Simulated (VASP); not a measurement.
Set up this calculation in VASP 6.6.1, as the native input.

| Quantity | Value |
| --- | --- |
| Task | electric field gradients |
| Functional | LDA |
| Potentials or basis | VASP PAW LDA potentials, release 64 (Cs_sv, I) |
| Cutoff | 400 eV |
| k mesh | 7 × 7 × 7 |
| Occupations | fermi-dirac, width 0.01 eV |
| Spin | no spin polarisation |
| Dipole correction | no |
| Further INCAR settings | ALGO = Normal; EDIFF = 1e-08; NBANDS = 15 |

The structure of CsI lies in POSCAR:

```
CsI
1.0
    4.5667000000      0.0000000000      0.0000000000
    0.0000000000      4.5667000000      0.0000000000
    0.0000000000      0.0000000000      4.5667000000
Cs I
1 1
Direct
    0.0000000000      0.0000000000      0.0000000000
    0.5000000000      0.5000000000      0.5000000000
```

These files were run (other wordings do the same):

INCAR

```
ALGO = Normal
EDIFF = 1E-8
ENCUT = 400
GGA = CA
GGA_COMPAT = F
ISIF = 2
ISMEAR = -1
LASPH = T
LCHARG = F
LEFG = T
LREAL = F
LWAVE = F
NBANDS = 15
NELM = 120
PREC = Accurate
SIGMA = 0.01
```

KPOINTS

```
k-points
0
Gamma
  7 7 7
```

Potentials or basis: VASP PAW LDA potentials, release 64 (Cs_sv, I).

Command:

```console
$ cat potpaw_LDA.64/Cs_sv/POTCAR potpaw_LDA.64/I/POTCAR > POTCAR
$ mpirun -np 1 vasp_std > vasp.out
```

Results of the run:

```yaml
Pressure: -1.4 GPa
Band_gap_on_the_k_mesh: 3.56 eV, indirect (least direct gap 3.63 eV)
```

Caveat: without QUAD_EFG the Cq values of the log hold for a quadrupole moment of 1 mb, not for the nuclei; spin-orbit coupling is left out, which moves the levels of the heavy elements.

Run time: 7 s on 1 thread of Intel(R) Xeon(R) 6975P-C (Granite Rapids), on a shared host, peak memory 0.15 GiB.
